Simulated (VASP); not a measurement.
# MgS (F-43m) in VASP: further runs

MgS is run at these levels: PBE0; tasks: single point.

Program: VASP 6.6.1. These are calculated values, not measurements. Logs are shortened: lines on timing, memory, paths and dates and some standing lists are left out, and cuts for length are marked.

### Step 1. The cell of the first run

It takes space group F-43m (No. 216, cubic). Conventional cell: a = 5.363 Å, b = 5.363 Å, c = 5.363 Å, α = 90.00°, β = 90.00°, γ = 90.00°. Within 3.1 Å of S (site symmetry -43m) lie 4 Mg at 2.32 Å. Within 3.1 Å of Mg (site symmetry -43m) lie 4 S at 2.32 Å.

### Step 2. Single point, PBE0

The input, POSCAR:

```
MgS
1.0
    0.0000000000      2.6816180974      2.6816180974
    2.6816180974      0.0000000000      2.6816180974
    2.6816180974      2.6816180974      0.0000000000
S Mg
1 1
Direct
    0.2500000000      0.2500000000      0.2500000000
    0.0000000000      0.0000000000      0.0000000000
```

The input, INCAR.step1:

```
  PREC = Accurate
  ENCUT = 520
  EDIFF = 1E-5
  ISMEAR = 0
  SIGMA = 0.05
  LREAL = F
  LASPH = T
  NELM = 60
  ALGO = Normal
  ISIF = 2
  LWAVE = T
  LCHARG = F
  GGA = PE
  NBANDS = 11
```

The input, INCAR.step2:

```
  PREC = Accurate
  ENCUT = 520
  EDIFF = 1E-6
  ISMEAR = 0
  SIGMA = 0.05
  LREAL = F
  LASPH = T
  NELM = 60
  ALGO = Normal
  ISIF = 2
  LWAVE = F
  LCHARG = F
  GGA = PE
  LHFCALC = T
  AEXX = 0.25
  PRECFOCK = Normal
  ISTART = 1
  NBANDS = 11
```

The input, KPOINTS:

```
regular mesh
0
Gamma
  6 6 6
```

Potentials or basis: VASP PAW PBE potentials, release 64 (S, Mg).

Run with:

```console
cat potpaw_PBE.64/S/POTCAR potpaw_PBE.64/Mg/POTCAR > POTCAR
cp INCAR.step1 INCAR
mpirun -np 1 vasp_std > vasp.out
cp INCAR.step2 INCAR
mpirun -np 1 vasp_std > vasp.out
```

OUTCAR:

```text
PREC = Accurate
   ENCUT = 520
   EDIFF = 1E-6
   ISMEAR = 0
   LREAL = F
   LASPH = T
   NELM = 60
   ISIF = 2
   GGA = PE
   LHFCALC = T
   AEXX = 0.25
   PRECFOCK = Normal
   ISTART = 1

 ion  position               nearest neighbor table
   1  0.250  0.250  0.250-   2 2.32   2 2.32   2 2.32   2 2.32
   2  0.000  0.000  0.000-   1 2.32   1 2.32   1 2.32   1 2.32

  LATTYP: Found a face centered cubic cell.
 ALAT       =     5.3632361948

  Lattice vectors:

 A1 = (   0.0000000000,   2.6816180974,   2.6816180974)
 A2 = (   2.6816180974,   0.0000000000,   2.6816180974)
 A3 = (   2.6816180974,   2.6816180974,   0.0000000000)

Analysis of symmetry for initial positions (statically):
=====================================================================
 Subroutine PRICEL returns:
 Original cell was already a primitive cell.

 Routine SETGRP: Setting up the symmetry group for a
 face centered cubic supercell.

 Subroutine GETGRP returns: Found 24 space group operations
 (whereof 24 operations were pure point group operations)
 out of a pool of 48 trial point group operations.

The static configuration has the point symmetry T_d .

Analysis of symmetry for dynamics (positions and initial velocities):
=====================================================================
 Subroutine PRICEL returns:
 Original cell was already a primitive cell.

 Routine SETGRP: Setting up the symmetry group for a
 face centered cubic supercell.

 Subroutine GETGRP returns: Found 24 space group operations
 (whereof 24 operations were pure point group operations)
 out of a pool of 48 trial point group operations.

The dynamic configuration has the point symmetry T_d .

 Subroutine INISYM returns: Found 24 space group operations
 (whereof 24 operations are pure point group operations),
 and found     1 'primitive' translations

----------------------------------------------------------------------------------------

                                     Primitive cell

  volume of cell :      38.5674

  direct lattice vectors                    reciprocal lattice vectors
     0.000000000  2.681618097  2.681618097    -0.186454589  0.186454589  0.186454589
     2.681618097  0.000000000  2.681618097     0.186454589 -0.186454589  0.186454589
     2.681618097  2.681618097  0.000000000     0.186454589  0.186454589 -0.186454589

  length of vectors
     3.792380682  3.792380682  3.792380682     0.322948821  0.322948821  0.322948821

  position of ions in fractional coordinates (direct lattice)
     0.250000000  0.250000000  0.250000000
     0.000000000  0.000000000  0.000000000

  ion indices of the primitive-cell ions
   primitive index   ion index
                 1           1
                 2           2

----------------------------------------------------------------------------------------

 KPOINTS: regular mesh

Automatic generation of k-mesh.
 Grid dimensions read from file:
 generate k-points for:    6    6    6

 Generating k-lattice:

  Cartesian coordinates                     Fractional coordinates (reciprocal lattice)
    -0.031075765  0.031075765  0.031075765     0.166666667  0.000000000  0.000000000
     0.031075765 -0.031075765  0.031075765     0.000000000  0.166666667  0.000000000
     0.031075765  0.031075765 -0.031075765     0.000000000  0.000000000  0.166666667

  Length of vectors
     0.053824804  0.053824804  0.053824804

  Shift w.r.t. Gamma in fractional coordinates (k-lattice)
     0.000000000  0.000000000  0.000000000

 Subroutine IBZKPT returns following result:
 ===========================================

 Found     16 irreducible k-points:

 Following reciprocal coordinates:
            Coordinates               Weight
  0.000000  0.000000  0.000000      1.000000
  0.166667  0.000000  0.000000      8.000000
  0.333333  0.000000  0.000000      8.000000
  0.500000  0.000000  0.000000      4.000000
  0.166667  0.166667  0.000000      6.000000
  0.333333  0.166667  0.000000     24.000000
[... 8 lines left out ...]
 -0.333333  0.333333  0.166667     24.000000
 -0.333333  0.500000  0.166667     12.000000
   k-points           NKPTS =     16   k-points in BZ     NKDIM =    216   number of bands    NBANDS=     11
   number of dos      NEDOS =    301   number of ions     NIONS =      2
   total plane-waves  NPLWV =  21952
   dimension x,y,z NGX =    28 NGY =   28 NGZ =   28
   dimension x,y,z NGXF=    56 NGYF=   56 NGZF=   56
   ions per type =               1   1
   NGX,Y,Z   is equivalent  to a cutoff of  12.27, 12.27, 12.27 a.u.
   NGXF,Y,Z  is equivalent  to a cutoff of  24.55, 24.55, 24.55 a.u.
 SYSTEM =  unknown system
   PREC   = accura    normal or accurate (medium, high low for compatibility)
   ISTART =      1    job   : 0-new  1-cont  2-samecut
   ICHARG =      0    charge: 1-file 2-atom 10-const
   ISPIN  =      1    spin polarized calculation?
   LNONCOLLINEAR =      F non collinear calculations
   LSORBIT =      F    spin-orbit coupling
   LASPH  =      T    aspherical Exc in radial PAW
   ENCUT  =  520.0 eV  38.22 Ry    6.18 a.u.   7.05  7.05  7.05*2*pi/ulx,y,z
   NELM   =     60;   NELMIN=  2; NELMDL=  0     # of ELM steps
   EDIFF  = 0.1E-05   stopping-criterion for ELM
   LREAL  =      F    real-space projection
   EDIFFG = 0.1E-04   stopping-criterion for IOM
   NSW    =      0    number of steps for IOM
   IBRION =     -1    ionic relax: 0-MD 1-quasi-New 2-CG
   NFREE  =      0    steps in history (QN), initial steepest desc. (CG)
   ISIF   =      2    stress and relaxation
   ISYM   =      3    0-nonsym 1-usesym 2-fastsym
   POTIM  = 0.5000    time-step for ionic-motion
   TEBEG  =    0.0;   TEEND  =   0.0 temperature during run
   PSTRESS=    0.0 pullay stress
   NELECT =       8.0000    total number of electrons
   NUPDOWN=      -1.0000    fix difference up-down
   EMIN   =  10.00;   EMAX   =-10.00  energy-range for DOS
   EFERMI =   0.00;   METHOD = LEGACY
   ISMEAR =     0;   SIGMA  =   0.05  broadening in eV -4-tet -1-fermi 0-gaus
   EFERMI_NEDOS =   21; number of points for ismear=-14 and -15
   IALGO  =     38    algorithm
   IMIX   =      1    mixing-type and parameters
     AMIX     =   0.40;   BMIX     =  1.00
     AMIX_MAG =   1.60;   BMIX_MAG =  1.00
  volume/ion in A,a.u.               =      19.28       130.13
  Fermi-wavevector in a.u.,A,eV,Ry     =   0.969091  1.831316 12.777740  0.939137
  Thomas-Fermi vector in A             =   2.099115
   LORBIT       =      0    0 simple, 1 ext, 2 COOP (PROOUT), +10 PAW based schemes
   GGA     = PE    functional components
   LHFCALC =     T    Hartree Fock is set to
   PRECFOCK=normal    Normal, Fast or Accurate (Low or Medium for compatibility)
   ENCUT4O =  -1.0   cutoff for four orbital integrals eV
   NKREDX  =     1    reduce k-point grid by
   NKREDY  =     1    reduce k-point grid by
   NKREDZ  =     1    reduce k-point grid by
   AEXX    =    0.2500 exact exchange contribution
   HFSCREEN=    0.0000 screening length (either q_TF or 0.3 A-1)
   HFSCREENC=   0.0000 screening length for correlation (either q_TF or 0.3 A-1)
   ENCUTFOCK=  -1.0 apply spherical cutoff to Coloumb kernel
   IVDW    =     0    specifies the selected vdW correction
   LEPSILON=     F    determine dielectric tensor
   LRPA    =     F    only Hartree local field effects (RPA)
 non-spin polarized calculation
 Gauss-broadening in eV      SIGMA  =   0.05
  energy-cutoff  :      520.00
  volume of cell :       38.57
 maximum number of plane-waves:      1056
  NGX = 24; NGY = 24; NGZ = 24

 number of electron       8.0000000 magnetization

 Free energy of the ion-electron system (eV)
  ---------------------------------------------------
  ext. energy  EPLUGINS =         0.00000000
  ---------------------------------------------------
  free energy    TOTEN  =       -10.16228877 eV

  energy without entropy =      -10.16228877  energy(sigma->0) =      -10.16228877

 E-fermi :   1.2933     XC(G=0):  -7.1449

 val. band max:        1.0342742910   @ k =   0.0000   0.0000   0.0000
 cond. band min:       6.4438377679   @ k =   0.5000   0.5000   0.0000
 fundamental gap:      5.4095634769
 Fermi energy:         1.2932676631

 k-point     1 :       0.0000    0.0000    0.0000
  band No.  band energies     occupation
      1     -12.0877      2.00000
      2       1.0343      2.00000
      3       1.0343      2.00000
      4       1.0343      2.00000
      5       7.1778      0.00000
      6      11.4395      0.00000
      7      11.4395      0.00000
      8      11.4395      0.00000
      9      14.3980      0.00000
     10      14.3980      0.00000
     11      18.0717      0.00000

 k-point     2 :       0.1667    0.0000    0.0000
  band No.  band energies     occupation
      1     -11.8625      2.00000
      2      -0.2764      2.00000
      3       0.9192      2.00000
      4       0.9192      2.00000
      5       8.2420      0.00000
      6      11.2988      0.00000
      7      11.7364      0.00000
      8      11.7364      0.00000
      9      13.7219      0.00000
     10      13.7219      0.00000
     11      16.7173      0.00000

 k-point     3 :       0.3333    0.0000    0.0000
  band No.  band energies     occupation
      1     -11.3428      2.00000
      2      -2.2129      2.00000
      3       0.7107      2.00000
      4       0.7107      2.00000
      5       8.7326      0.00000
      6      11.2462      0.00000
      7      11.2462      0.00000
      8      12.0988      0.00000
      9      15.0051      0.00000
     10      15.0051      0.00000
     11      16.2537      0.00000
[... 155 lines left out ...]
 k-point    15 :      -0.3333    0.3333    0.1667
  band No.  band energies     occupation
      1     -10.7689      2.00000
      2      -2.2564      2.00000
      3      -1.1609      2.00000
      4      -0.1528      2.00000
      5       8.7238      0.00000
      6      10.6391      0.00000
      7      12.2783      0.00000
      8      13.1179      0.00000
      9      15.4814      0.00000
     10      17.5125      0.00000
     11      18.8933      0.00000

 k-point    16 :      -0.3333    0.5000    0.1667
  band No.  band energies     occupation
      1     -10.6764      2.00000
      2      -2.1802      2.00000
      3      -1.0403      2.00000
      4      -0.6463      2.00000
      5       7.7964      0.00000
      6      10.2318      0.00000
      7      13.2749      0.00000
      8      13.5880      0.00000
      9      17.3547      0.00000
     10      18.2321      0.00000
     11      18.4748      0.00000

------------------------ aborting loop because EDIFF is reached ----------------------------------------

  FORCE on cell =-STRESS in cart. coord.  units (eV):
  Direction    XX          YY          ZZ          XY          YZ          ZX
  --------------------------------------------------------------------------------------
  -------------------------------------------------------------------------------------
  Total        3.1807783      3.1807783      3.1807783     -0.0000000     -0.0000000     -0.0000000
  in kB      132.1366242    132.1366242    132.1366242     -0.0000000     -0.0000000     -0.0000000
  external PRESSURE =     132.1366242 kB  Pullay stress =       0.0000000 kB

 VOLUME and BASIS-vectors are now :
 -----------------------------------------------------------------------------
  energy-cutoff  :      520.00
  volume of cell :       38.57
      direct lattice vectors                 reciprocal lattice vectors
     0.000000000  2.681618097  2.681618097    -0.186454589  0.186454589  0.186454589
     2.681618097  0.000000000  2.681618097     0.186454589 -0.186454589  0.186454589
     2.681618097  2.681618097  0.000000000     0.186454589  0.186454589 -0.186454589

 POSITION                                       TOTAL-FORCE (eV/Angst)
 -----------------------------------------------------------------------------------
      1.34081      1.34081      1.34081        -0.000000     -0.000000     -0.000000
      0.00000      0.00000      0.00000         0.000000      0.000000      0.000000
 -----------------------------------------------------------------------------------
    total drift:                                0.000001     -0.000001     -0.000000

  FREE ENERGIE OF THE ION-ELECTRON SYSTEM (eV)
  ---------------------------------------------------
  free  energy   TOTEN  =       -10.1622887659 eV

  energy  without entropy=      -10.1622887659  energy(sigma->0) =      -10.16228877
```

It took 20 min on 1 thread of Intel Xeon 8259CL, shared host; peak memory 0.18 GiB.

Results:

```yaml
Free_energy: -10.1623 eV
Pressure: 13.2 GPa
Band_gap_on_the_k_mesh: 5.41 eV (least direct gap 6.14 eV)
```

Caveat: the cell stands under pressure; the PAW data sets were made with another functional, which shifts forces and pressure a little. A k mesh can miss the band edges.

### Step 3. Single point, PBE0

This run uses another cell than the first one, of 21.38 Å³/atom.

The input, POSCAR:

```
MgS
1.0
    0.0000000000      2.7752850422      2.7752850422
    2.7752850422      0.0000000000      2.7752850422
    2.7752850422      2.7752850422      0.0000000000
S Mg
1 1
Direct
    0.2500000000      0.2500000000      0.2500000000
    0.0000000000      0.0000000000      0.0000000000
```

The input, INCAR.step1:

```
ALGO     = Normal         # electronic algorithm
EDIFF    = 1E-5           # SCF threshold, eV
ENCUT    = 520            # plane-wave cutoff, eV
GGA      = PE             # functional
ISIF     = 2              # what is computed and relaxed
ISMEAR   = -1             # smearing method
LASPH    = True           # aspherical terms in the spheres
LCHARG   = False          # write CHGCAR
LREAL    = False          # projectors in reciprocal space
LWAVE    = True           # write WAVECAR
NBANDS   = 11             # bands
NELM     = 80             # most SCF steps
PREC     = Accurate       # precision mode
SIGMA    = 0.05           # smearing width, eV
```

The input, INCAR.step2:

```
AEXX     = 0.25           # exact-exchange fraction
ALGO     = Normal         # electronic algorithm
EDIFF    = 1E-7           # SCF threshold, eV
ENCUT    = 520            # plane-wave cutoff, eV
GGA      = PE             # functional
ISIF     = 2              # what is computed and relaxed
ISMEAR   = -1             # smearing method
ISTART   = 1            
LASPH    = True           # aspherical terms in the spheres
LCHARG   = False          # write CHGCAR
LHFCALC  = True           # exact exchange
LREAL    = False          # projectors in reciprocal space
LWAVE    = False          # write WAVECAR
NBANDS   = 11             # bands
NELM     = 80             # most SCF steps
PREC     = Accurate       # precision mode
PRECFOCK = Normal       
SIGMA    = 0.05           # smearing width, eV
```

The input, KPOINTS:

```
k-points
0
Gamma
  6 6 6
```

Potentials or basis: VASP PAW PBE potentials, release 64 (S, Mg).

Run with:

```console
cat potpaw_PBE.64/S/POTCAR potpaw_PBE.64/Mg/POTCAR > POTCAR
cp INCAR.step1 INCAR
mpirun -np 1 vasp_std > vasp.out
cp INCAR.step2 INCAR
mpirun -np 1 vasp_std > vasp.out
```

It took 23 min on 1 thread of Intel Xeon 8259CL, shared host; peak memory 0.19 GiB.

The run converged. Its results:

```
Free energy            : -10.3750 eV
Pressure               : 3.8 GPa
Band gap on the k mesh : 5.52 eV (least direct gap 5.54 eV)
```

Levels at points of the mesh, in eV from the valence-band top:
| k point | band 2 | band 3 | band 4 | band 5 | band 6 | band 7 |
| --- | --- | --- | --- | --- | --- | --- |
| (0.00, 0.00, 0.00) | 0.00 | 0.00 | 0.00 | 5.54 | 10.12 | 10.12 |
| (0.50, 0.00, 0.00) | -3.67 | -0.38 | -0.38 | 7.19 | 9.68 | 9.68 |
| (0.50, 0.50, 0.00) | -3.28 | -1.22 | -1.22 | 5.52 | 7.58 | 14.03 |

Caveat: the cell stands under pressure; the PAW data sets were made with another functional, which shifts forces and pressure a little. A k mesh can miss the band edges.
